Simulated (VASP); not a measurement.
Wanted: the native input for a VASP 6.6.1 run.

```
Task                   : single point
Functional             : PBEsol
Potentials or basis    : VASP PAW PBE potentials, release 64 (Mg, O)
Cutoff                 : 520 eV
k mesh                 : 9 × 9 × 6
Occupations            : gaussian, width 0.05 eV
Spin                   : no spin polarisation
Dipole correction      : no
Further INCAR settings : ALGO = Normal; EDIFF = 1e-06; NBANDS = 16
```

The structure of MgO lies in POSCAR:

```
MgO
1.0
    3.4684802693      0.0000000000      0.0000000000
   -1.7342401347      3.0037920257      0.0000000000
    0.0000000000      0.0000000000      3.9179953122
Mg O
2 2
Direct
    0.6666666667      0.3333333333      0.7500000000
    0.3333333333      0.6666666667      0.2500000000
    0.6666666667      0.3333333333      0.2500000000
    0.3333333333      0.6666666667      0.7500000000
```

This cell differs from its parent crystal: volume 10.205 Å^3 an atom, c/a of the conventional cell 1.1296.

The input as run:

INCAR

```
PREC = Accurate
ENCUT = 520
EDIFF = 1E-6
ISMEAR = 0
SIGMA = 0.05
LREAL = F
LASPH = T
NELM = 60
ALGO = Normal
ISIF = 2
LWAVE = F
LCHARG = F
GGA = PS
NBANDS = 16
```

KPOINTS

```
regular mesh
0
Gamma
  9 9 6
```

Potentials or basis: VASP PAW PBE potentials, release 64 (Mg, O).

The run is started by

```sh
$ cat potpaw_PBE.64/Mg/POTCAR potpaw_PBE.64/O/POTCAR > POTCAR
$ mpirun -np 1 vasp_std > vasp.out
```

It gave:

```yaml
Pressure: 14.4 GPa
Band_gap_on_the_k_mesh: 3.72 eV, direct
```

Caveat: the PAW data sets were made with another functional, which shifts forces and pressure a little.

Wall time 22 s on 1 thread of Intel(R) Xeon(R) Platinum 8488C (Sapphire Rapids) (shared host), peak memory 0.17 GiB.
